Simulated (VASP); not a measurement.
Here is a VASP 6.6.1 calculation.

The input INCAR:

```
SYSTEM = TeAs
  ALGO = Normal
  EDIFF = 1E-7
  EDIFFG = -0.03
  ENCUT = 600
  GGA = CA
  IBRION = 2
  ISIF = 3
  ISMEAR = -1
  LASPH = .TRUE.
  LCHARG = .FALSE.
  LREAL = .FALSE.
  LWAVE = .FALSE.
  NELM = 80
  NSW = 60
  PREC = Accurate
  SIGMA = 0.02
```

File KPOINTS:

```
k-points
0
G
  6 6 3
  0 0 0
```

POSCAR

```
TeAs
1.0
    4.4800000000      0.0000000000      0.0000000000
   -2.2400000000      3.8797938090      0.0000000000
    0.0000000000      0.0000000000      7.3158400000
Te As
2 2
Direct
    0.3333333333      0.6666666667      0.0000000000
    0.6666666667      0.3333333333      0.5000000000
    0.3333333333      0.6666666667      0.3750000000
    0.6666666667      0.3333333333      0.8750000000
```

Potentials or basis: VASP PAW LDA potentials, release 64 (Te, As).

Run with:

```console
$ cat potpaw_LDA.64/Te/POTCAR potpaw_LDA.64/As/POTCAR > POTCAR
$ mpirun -np 1 vasp_std > vasp.out
```

(1) Estimate the band gap on the k mesh.

(2) Predict the relaxed cell.

(3) Estimate the relaxed volume.

(4) Estimate the space group after relaxing (to 0.05 Å).

## Answers

(1) zero (band 11 reaches 6.45 eV, above the bottom of band 12 at 4.53 eV).

(2) a = 4.778 Å, b = 4.778 Å, c = 6.095 Å, α = 90.00°, β = 90.00°, γ = 120.00°.

(3) 30.12 Å³/atom.

(4) P6_3/mmc (No. 194).

Caveat: spin-orbit coupling is left out, which moves the levels of the heavy elements.
